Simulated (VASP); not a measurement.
Here is a VASP 6.6.1 calculation.

The input INCAR:

```
  ALGO = Normal
  EDIFF = 1E-7
  ENCUT = 520
  GGA = PE
  ISIF = 2
  ISMEAR = 0
  LASPH = T
  LCHARG = T
  LELF = T
  LREAL = F
  LVHAR = T
  LWAVE = F
  NBANDS = 9
  NELM = 60
  PREC = Accurate
  SIGMA = 0.01
```

The input KPOINTS:

```
k-points
0
Gamma
  4 4 4
```

File POSCAR:

```
LiH
1.0
    0.0000000000      2.0029948335      2.0029948335
    2.0029948335      0.0000000000      2.0029948335
    2.0029948335      2.0029948335      0.0000000000
Li H
1 1
Direct
    0.0000000000      0.0000000000      0.0000000000
    0.5000000000      0.5000000000      0.5000000000
```

Potentials or basis: VASP PAW PBE potentials, release 64 (Li_sv, H).

Run with:

```console
$ cat potpaw_PBE.64/Li_sv/POTCAR potpaw_PBE.64/H/POTCAR > POTCAR
$ mpirun -np 1 vasp_std > vasp.out
```

Q: Predict the band gap on the k mesh.

A: 2.97 eV, direct.

Caveat: the k points lie up to 0.68 Å⁻¹ apart. As with any semilocal functional, this PBE gap is likely too small.
